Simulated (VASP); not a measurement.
# PtS2 (P1) in VASP: further runs, part 2 of 2

VASP 6.6.1. The steps go on from the part before.

## 3. Single point, PBEsol (atom 2 (S) moved by (-0.150, +0.000) A along [1 1 0] and z)

Input file INCAR:

```
SYSTEM = PtS2
ALGO = Normal
EDIFF = 1E-6
ENCUT = 520
GGA = PS
ISIF = 2
ISMEAR = 0
LASPH = .True.
LCHARG = .False.
LREAL = .False.
LWAVE = .False.
NBANDS = 18
NELM = 80
PREC = Accurate
SIGMA = 0.05
```

Input file KPOINTS:

```
k-points
0
Gamma
  12 12 8
  0 0 0
```

Input file POSCAR:

```
PtS2
1.0
    3.5431994758      0.0000000000      0.0000000000
   -1.7715997379      3.0685007567      0.0000000000
    0.0000000000      0.0000000000      5.0388000000
Pt S
1 2
Direct
    0.0000000000      0.0000000000      0.0000000000
    0.2861152013      0.6321005950      0.2500000000
    0.6666666667      0.3333333333      0.7500000000
```

Potentials or basis: VASP PAW PBE potentials, release 64 (Pt, S).

Started as:

```
$ cat potpaw_PBE.64/Pt/POTCAR potpaw_PBE.64/S/POTCAR > POTCAR
$ mpirun -np 1 vasp_std > vasp.out
```

OUTCAR:

```text
SYSTEM = PtS2
   EDIFF = 1E-6
   ENCUT = 520
   GGA = PS
   ISIF = 2
   ISMEAR = 0
   LASPH = .True.
   LREAL = .False.
   NELM = 80
   PREC = Accurate

 ion  position               nearest neighbor table
   1  0.000  0.000  0.000-   2 2.32   2 2.37   3 2.40   3 2.40   3 2.40   2 2.53
   2  0.286  0.632  0.250-   1 2.32   1 2.37   1 2.53
   3  0.667  0.333  0.750-   1 2.40   1 2.40   1 2.40

  LATTYP: Found a hexagonal cell.
 ALAT       =     3.5431994758
 C/A-ratio  =     1.4221045229

  Lattice vectors:

 A1 = (   3.5431994758,   0.0000000000,   0.0000000000)
 A2 = (  -1.7715997379,   3.0685007567,   0.0000000000)
 A3 = (   0.0000000000,   0.0000000000,   5.0388000000)

Analysis of symmetry for initial positions (statically):
=====================================================================
 Subroutine PRICEL returns:
 Original cell was already a primitive cell.

 Routine SETGRP: Setting up the symmetry group for a
 hexagonal supercell.

 Subroutine GETGRP returns: Found  1 space group operations
[... 160 lines left out ...]
  ---------------------------------------------------
  ext. energy  EPLUGINS =         0.00000000
  ---------------------------------------------------
  free energy    TOTEN  =       -16.87522029 eV

  energy without entropy =      -16.87522028  energy(sigma->0) =      -16.87522029

 E-fermi :   6.9484     XC(G=0): -10.8837

 val. band max:        6.7685669680   @ k =   0.0000   0.0000   0.0000
 cond. band min:       7.1362359614   @ k =  -0.2500  -0.0833   0.2500
 fundamental gap:      0.3676689934
 Fermi energy:         6.9484380770

 k-point     1 :       0.0000    0.0000    0.0000
  band No.  band energies     occupation
      1      -8.5206      2.00000
      2      -5.6485      2.00000
      3      -0.3830      2.00000
      4       0.1884      2.00000
      5       0.4068      2.00000
      6       2.8582      2.00000
[... 481 lines left out ...]
      5       0.8008      2.00000
      6       1.8530      2.00000
[... 10 lines left out ...]
     17      15.5137      0.00000
     18      16.1650      0.00000

 [... further k-points ...]
[... 5 lines left out ...]
  --------------------------------------------------------------------------------------
  -------------------------------------------------------------------------------------
  Total       -1.0481168      0.0193744     -1.2777548     -0.4176879      1.0912292      0.8507415
  in kB      -30.6528804      0.5666169    -37.3687980    -12.2155625     31.9137322     24.8805086
  external PRESSURE =     -22.4850205 kB  Pullay stress =       0.0000000 kB

 VOLUME and BASIS-vectors are now :
 -----------------------------------------------------------------------------
  energy-cutoff  :      520.00
  volume of cell :       54.78
      direct lattice vectors                 reciprocal lattice vectors
     3.543199476  0.000000000  0.000000000     0.282230794  0.162946025  0.000000000
    -1.771599738  3.068500757  0.000000000     0.000000000  0.325892049  0.000000000
     0.000000000  0.000000000  5.038800000     0.000000000  0.000000000  0.198459951

 POSITION                                       TOTAL-FORCE (eV/Angst)
 -----------------------------------------------------------------------------------
      0.00000      0.00000      0.00000        -0.684467     -0.840476     -0.180326
     -0.10607      1.93960      1.25970         0.730297      0.905031     -0.377108
      1.77160      1.02283      3.77910        -0.045831     -0.064555      0.557434
 -----------------------------------------------------------------------------------
    total drift:                                0.000038     -0.000026      0.000067

  FREE ENERGIE OF THE ION-ELECTRON SYSTEM (eV)
  ---------------------------------------------------
  free  energy   TOTEN  =       -16.8752202851 eV

  energy  without entropy=      -16.8752202849  energy(sigma->0) =      -16.87522029
```

OSZICAR:

```text
N       E                     dE             d eps       ncg     rms          rms(c)
DAV:   1     0.108116494147E+03    0.10812E+03   -0.10389E+04 21216   0.109E+03
DAV:   2    -0.128623742503E+02   -0.12098E+03   -0.11693E+03 25534   0.218E+02
DAV:   3    -0.181435061749E+02   -0.52811E+01   -0.52365E+01 26502   0.461E+01
DAV:   4    -0.181978531856E+02   -0.54347E-01   -0.54318E-01 27302   0.518E+00
DAV:   5    -0.181986501207E+02   -0.79694E-03   -0.79688E-03 26800   0.616E-01    0.180E+01
DAV:   6    -0.171631235689E+02    0.10355E+01   -0.60031E+00 21794   0.240E+01    0.117E+01
DAV:   7    -0.169037221605E+02    0.25940E+00   -0.11638E+00 21496   0.111E+01    0.556E+00
DAV:   8    -0.168788969627E+02    0.24825E-01   -0.73828E-02 23186   0.187E+00    0.117E+00
DAV:   9    -0.168751451694E+02    0.37518E-02   -0.83568E-03 24302   0.935E-01    0.252E-01
DAV:  10    -0.168752044104E+02   -0.59241E-04   -0.16086E-03 24702   0.253E-01    0.821E-02
DAV:  11    -0.168752196568E+02   -0.15246E-04   -0.60836E-05 28128   0.624E-02    0.507E-02
DAV:  12    -0.168752202851E+02   -0.62831E-06   -0.59375E-06 24052   0.219E-02
   1 F= -.16875220E+02 E0= -.16875220E+02  d E =-.127084E-09
```

Run time: 9 min. Hardware: 1 thread of Oxide Virtual Turin-like, shared host; peak memory 0.58 GiB.

Results:

```
Free energy            : -16.8752 eV
Pressure               : -2.2 GPa
Largest force          : 1.223 eV/Å
Band gap on the k mesh : 0.37 eV (least direct gap 0.55 eV)
```

Forces in eV/Å, atoms in the order of the input:
```
Pt  -0.684 -0.840 -0.180
S    0.730  0.905 -0.377
S   -0.046 -0.065  0.557
```

Levels at points of the mesh, in eV from the valence-band top:
```tsv
k point	band 8	band 9	band 10	band 11	band 12	band 13	band 14	band 15
(0.00, 0.00, 0.00)	-2.28	-1.25	-0.87	0.00	1.54	2.00	4.40	5.12
(0.50, 0.00, 0.00)	-3.24	-3.05	-2.91	-2.51	0.97	2.60	5.49	6.35
(0.00, 0.50, 0.00)	-3.26	-3.14	-3.05	-2.49	1.43	2.24	5.19	6.15
(0.50, 0.50, 0.00)	-3.24	-3.13	-3.02	-2.47	1.30	2.27	5.30	6.19
(0.00, 0.00, 0.50)	-2.90	-1.47	-1.38	-1.19	2.26	2.56	5.41	6.86
(0.50, 0.00, 0.50)	-3.08	-2.71	-2.62	-1.29	1.54	2.10	4.60	4.92
(0.00, 0.50, 0.50)	-3.16	-2.90	-2.52	-1.60	1.20	2.06	5.07	5.24
(0.50, 0.50, 0.50)	-3.16	-2.89	-2.47	-1.49	1.22	2.09	4.93	5.15
```

Caveat: the cell differs from its parent crystal (atom 2 (S) moved by (-0.150, +0.000) A along [1 1 0] and z); the PAW data sets were made with another functional, which shifts forces and pressure a little; spin-orbit coupling is left out, which moves the levels of the heavy elements.
